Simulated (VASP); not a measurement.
ZnCu, 2 atoms in the cell. Symmetry: Pm-3m, No. 221, cubic system. Conventional cell: a = 2.945 Å, b = 2.945 Å, c = 2.945 Å, α = 90.00°, β = 90.00°, γ = 90.00°. Zn (site symmetry m-3m) has 8 Cu at 2.55 Å and 6 Zn at 2.94 Å within 3.4 Å. Cu (site symmetry m-3m) has 8 Zn at 2.55 Å and 6 Cu at 2.94 Å within 3.4 Å. 

* Program: VASP 6.6.1
* Task: single point
* Functional: PBE
* Potentials or basis: VASP PAW PBE potentials, release 64 (Zn, Cu)
* Cutoff: 520 eV
* k mesh: 8 × 8 × 8
* Occupations: gaussian, width 0.1 eV
* Spin: no spin polarisation
* Dipole correction: no
* Further INCAR settings: ALGO = Normal; EDIFF = 1e-06; NBANDS = 18

Potentials or basis: VASP PAW PBE potentials, release 64 (Zn, Cu).

Command:

```bash
$ cat potpaw_PBE.64/Zn/POTCAR potpaw_PBE.64/Cu/POTCAR > POTCAR
$ mpirun -np 1 vasp_std > vasp.out
```

Hardware: 1 thread of Intel(R) Xeon(R) 6975P-C (Granite Rapids) (shared host).

Problem. How long does it take, and how much memory?

Solution. Run time: 7.4 s on 1 thread of Intel(R) Xeon(R) 6975P-C (Granite Rapids), with other jobs on the host, peak memory 0.14 GiB. Counts: scf iterations 13, k points 35.
